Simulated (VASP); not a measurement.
# Te (P-1) in VASP: single point with PBEsol

Aim: the single point of Te with PBEsol.

Program: VASP 6.6.1. These are calculated values, not measurements. Logs are shortened: lines on timing, memory, paths and dates and some standing lists are left out, and cuts for length are marked.

### Step 1. The cell of the first run

The typed cell holds 1 atom: a = 3.031 Å, b = 3.279 Å, c = 3.155 Å, α = 91.60°, β = 96.41°, γ = 93.99°.

### Step 2. Single point, PBEsol (strain -0.1000 x Voigt [0, 0, 0, 0, 1, 0])

File INCAR:

```
PREC = Accurate
ENCUT = 520
EDIFF = 1E-6
ISMEAR = 0
SIGMA = 0.15
LREAL = False
LASPH = True
NELM = 100
ALGO = Normal
ISIF = 2
LWAVE = False
LCHARG = False
GGA = PS
NBANDS = 9
```

File KPOINTS:

```
regular mesh
0
Gamma
  15 15 15
```

File POSCAR:

```
Te
1.0
    2.2213566575      1.3313144930      1.5756584868
   -2.3904520279      1.3313144930      1.8062489210
   -0.0845476852     -2.6626289859      1.6909537039
Te
1
Direct
    0.5000000000      0.5000000000      0.5000000000
```

Potentials or basis: VASP PAW PBE potentials, release 64 (Te).

Run with:

```sh
$ cat potpaw_PBE.64/Te/POTCAR > POTCAR
$ mpirun -np 1 vasp_std > vasp.out
```

OUTCAR:

```text
PREC = Accurate
   ENCUT = 520
   EDIFF = 1E-6
   ISMEAR = 0
   LREAL = False
   LASPH = True
   NELM = 100
   ISIF = 2
   GGA = PS

 ion  position               nearest neighbor table
   1  0.500  0.500  0.500-

  LATTYP: Found a triclinic cell.
 ALAT       =     8.1173698109
 B/A-ratio  =     0.4038988582
 C/A-ratio  =     0.8992786792
 COS(alpha) =     0.0047969142
 COS(beta)  =     0.5490843339
 COS(gamma) =     0.8229482803

  Lattice vectors:

 A1 = (   7.0868083985,   1.3313144929,  -3.7277930591)
 A2 = (   2.3904520279,  -1.3313144930,  -1.8062489210)
 A3 = (   2.3904520279,   6.6565724648,  -1.8062489210)

Analysis of symmetry for initial positions (statically):
=====================================================================
 Subroutine PRICEL returns:
 Original cell was already a primitive cell.

 Routine SETGRP: Setting up the symmetry group for a
 triclinic supercell.

 Subroutine GETGRP returns: Found  2 space group operations
 (whereof  2 operations were pure point group operations)
 out of a pool of  2 trial point group operations.

The static configuration has the point symmetry S_2 .

Analysis of symmetry for dynamics (positions and initial velocities):
=====================================================================
 Subroutine PRICEL returns:
 Original cell was already a primitive cell.

 Routine SETGRP: Setting up the symmetry group for a
 triclinic supercell.

 Subroutine GETGRP returns: Found  2 space group operations
 (whereof  2 operations were pure point group operations)
 out of a pool of  2 trial point group operations.

The dynamic configuration has the point symmetry S_2 .

 Subroutine INISYM returns: Found  2 space group operations
 (whereof  2 operations are pure point group operations),
 and found     1 'primitive' translations

----------------------------------------------------------------------------------------

                                     Primitive cell

  volume of cell :      31.0683

  direct lattice vectors                    reciprocal lattice vectors
     2.221356657  1.331314493  1.575658487     0.227259186  0.125189553  0.208490375
    -2.390452028  1.331314493  1.806248921    -0.207497039  0.125189553  0.186752564
    -0.084547685 -2.662628986  1.690953704     0.009881073 -0.250379107  0.197621469

  length of vectors
[... 80 lines left out ...]
   EDIFF  = 0.1E-05   stopping-criterion for ELM
   LREAL  =      F    real-space projection
   EDIFFG = 0.1E-04   stopping-criterion for IOM
   NSW    =      0    number of steps for IOM
   IBRION =     -1    ionic relax: 0-MD 1-quasi-New 2-CG
   NFREE  =      0    steps in history (QN), initial steepest desc. (CG)
   ISIF   =      2    stress and relaxation
   ISYM   =      2    0-nonsym 1-usesym 2-fastsym
   POTIM  = 0.5000    time-step for ionic-motion
   TEBEG  =    0.0;   TEEND  =   0.0 temperature during run
   PSTRESS=    0.0 pullay stress
   NELECT =       6.0000    total number of electrons
   NUPDOWN=      -1.0000    fix difference up-down
   EMIN   =  10.00;   EMAX   =-10.00  energy-range for DOS
   EFERMI =   0.00;   METHOD = LEGACY
   ISMEAR =     0;   SIGMA  =   0.15  broadening in eV -4-tet -1-fermi 0-gaus
   EFERMI_NEDOS =   21; number of points for ismear=-14 and -15
   IALGO  =     38    algorithm
   IMIX   =      4    mixing-type and parameters
     AMIX     =   0.40;   BMIX     =  1.00
     AMIX_MAG =   1.60;   BMIX_MAG =  1.00
  volume/ion in A,a.u.               =      31.07       209.66
  Fermi-wavevector in a.u.,A,eV,Ry     =   0.946279  1.788208 12.183260  0.895444
  Thomas-Fermi vector in A             =   2.074262
   LORBIT       =      0    0 simple, 1 ext, 2 COOP (PROOUT), +10 PAW based schemes
   GGA     = PS    functional components
   LHFCALC =     F    Hartree Fock is set to
   AEXX    =    0.0000 exact exchange contribution
   IVDW    =     0    specifies the selected vdW correction
   LEPSILON=     F    determine dielectric tensor
   LRPA    =     F    only Hartree local field effects (RPA)
 non-spin polarized calculation
 Gauss-broadening in eV      SIGMA  =   0.15
  energy-cutoff  :      520.00
  volume of cell :       31.07
 maximum number of plane-waves:       852
   NGX = 11   NGY = 13   NGZ = 11

 number of electron       6.0000000 magnetization

 Free energy of the ion-electron system (eV)
  ---------------------------------------------------
  ext. energy  EPLUGINS =         0.00000000
  ---------------------------------------------------
  free energy    TOTEN  =        -3.48390210 eV

  energy without entropy =       -3.47747894  energy(sigma->0) =       -3.48069052

 E-fermi :   6.9146     XC(G=0):  -9.6544

 val. band max:        6.9143171451   @ k =   0.2000  -0.2000   0.4000
 cond. band min:       6.9149175363   @ k =  -0.2000   0.1333   0.3333
 fundamental gap:      0.0006003912
 Fermi energy:         6.9146382787

 k-point     1 :       0.0000    0.0000    0.0000
  band No.  band energies     occupation
      1      -7.0718      2.00000
      2       7.2823      0.00053
      3       8.1931      0.00000
      4       9.3905      0.00000
      5      12.2670      0.00000
      6      13.1229      0.00000
      7      14.3632      0.00000
      8      23.5660      0.00000
      9      23.9352      0.00000
[... 265 lines left out ...]
 k-point    24 :       0.0000    0.1333   -0.0000
  band No.  band energies     occupation
      1      -6.8879      2.00000
      2       5.5543      2.00000
      3       8.3425      0.00000
      4       9.5305      0.00000
      5      13.3098      0.00000
      6      14.3142      0.00000
      7      14.6999      0.00000
      8      21.4960      0.00000
      9      21.8251      0.00000

 [... further k-points ...]

------------------------ aborting loop because EDIFF is reached ----------------------------------------

  FORCE on cell =-STRESS in cart. coord.  units (eV):
  Direction    XX          YY          ZZ          XY          YZ          ZX
  --------------------------------------------------------------------------------------
  -------------------------------------------------------------------------------------
  Total        0.0966931     -0.0075090      0.0931894      0.3181575      0.0746174      0.4841280
  in kB        4.9864132     -0.3872371      4.8057310     16.4072188      3.8479832     24.9662283
  external PRESSURE =       3.1349690 kB  Pullay stress =       0.0000000 kB

 VOLUME and BASIS-vectors are now :
 -----------------------------------------------------------------------------
  energy-cutoff  :      520.00
  volume of cell :       31.07
      direct lattice vectors                 reciprocal lattice vectors
     2.221356657  1.331314493  1.575658487     0.227259186  0.125189553  0.208490375
    -2.390452028  1.331314493  1.806248921    -0.207497039  0.125189553  0.186752564
    -0.084547685 -2.662628986  1.690953704     0.009881073 -0.250379107  0.197621469

 POSITION                                       TOTAL-FORCE (eV/Angst)
 -----------------------------------------------------------------------------------
     -0.12682      0.00000      2.53643        -0.000000      0.000000      0.000000
 -----------------------------------------------------------------------------------
    total drift:                                0.000000      0.000000     -0.000000

  FREE ENERGIE OF THE ION-ELECTRON SYSTEM (eV)
  ---------------------------------------------------
  free  energy   TOTEN  =        -3.4839020998 eV

  energy  without entropy=       -3.4774789357  energy(sigma->0) =       -3.48069052
```

OSZICAR:

```text
N       E                     dE             d eps       ncg     rms          rms(c)
DAV:   1     0.171431466563E+02    0.17143E+02   -0.25191E+03 30424   0.532E+02
DAV:   2    -0.291427113393E+01   -0.20057E+02   -0.19224E+02 39702   0.728E+01
DAV:   3    -0.347930277459E+01   -0.56503E+00   -0.56006E+00 37665   0.151E+01
DAV:   4    -0.348369686097E+01   -0.43941E-02   -0.43937E-02 41824   0.151E+00
DAV:   5    -0.348374166010E+01   -0.44799E-04   -0.44798E-04 38781   0.121E-01    0.820E+00
DAV:   6    -0.348379778688E+01   -0.56127E-04   -0.58883E-04 37952   0.148E-01    0.501E+00
DAV:   7    -0.348389955106E+01   -0.10176E-03   -0.12882E-03 33049   0.220E-01    0.818E-02
DAV:   8    -0.348390097660E+01   -0.14255E-05   -0.41263E-05 36126   0.392E-02    0.423E-02
DAV:   9    -0.348390234502E+01   -0.13684E-05   -0.62208E-06 36763   0.139E-02    0.163E-02
DAV:  10    -0.348390209982E+01    0.24520E-06   -0.28821E-07 20130   0.317E-03
   1 F= -.34839021E+01 E0= -.34806905E+01  d E =-.642316E-02
```

Wall time 2.1 min (1 thread of Intel Xeon 6975P-C (Granite Rapids), shared host); peak memory 0.52 GiB.

What came out:

```yaml
Free_energy: -3.4839 eV
Pressure: 0.3 GPa
Band_gap_on_the_k_mesh: zero (bands 3 and 4 overlap by 4.83 eV)
```

Stress tensor (GPa, compression positive):
```
 0.50  1.64  2.50
 1.64 -0.04  0.38
 2.50  0.38  0.48
```

Caveat: the cell differs from its parent crystal (strain -0.1000 x Voigt [0, 0, 0, 0, 1, 0]); the PAW data sets were made with another functional, which shifts forces and pressure a little; spin-orbit coupling is left out, which moves the levels of the heavy elements.
